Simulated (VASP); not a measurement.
Ir, 2 atoms in the cell. The structure is monoclinic, space group P2_1/m (No. 11). The conventional cell has a = 2.736 Å, b = 4.462 Å, c = 2.751 Å, α = 90.00°, β = 119.46°, γ = 90.00°. Ir (site symmetry m) has 12 Ir at 2.73 to 2.77 Å within 3.6 Å.  This cell differs from its parent crystal: strain +0.0125 x Voigt [0, 0, 0, 0, 0, 1].

| Quantity | Value |
| --- | --- |
| Program | VASP 6.6.1 |
| Task | single point |
| Functional | PBEsol |
| Potentials or basis | VASP PAW PBE potentials, release 64 (Ir) |
| Cutoff | 520 eV |
| k mesh | 18 × 18 × 12 |
| Occupations | gaussian, width 0.15 eV |
| Spin | no spin polarisation |
| Dipole correction | no |
| Further INCAR settings | ALGO = Fast; EDIFF = 1e-06; NBANDS = 16 |

Potentials or basis: VASP PAW PBE potentials, release 64 (Ir).

The run is started by

```sh
$ cat potpaw_PBE.64/Ir/POTCAR > POTCAR
$ mpirun -np 1 vasp_std > vasp.out
```

Hardware: 1 thread of Intel Xeon 8259CL (shared host).

Problem. Estimate the wall time of this run.

Solution. Run time: 12 min on 1 thread of Intel Xeon 8259CL (shared host), peak memory 0.53 GiB. Counts: scf iterations 18, k points 1148.
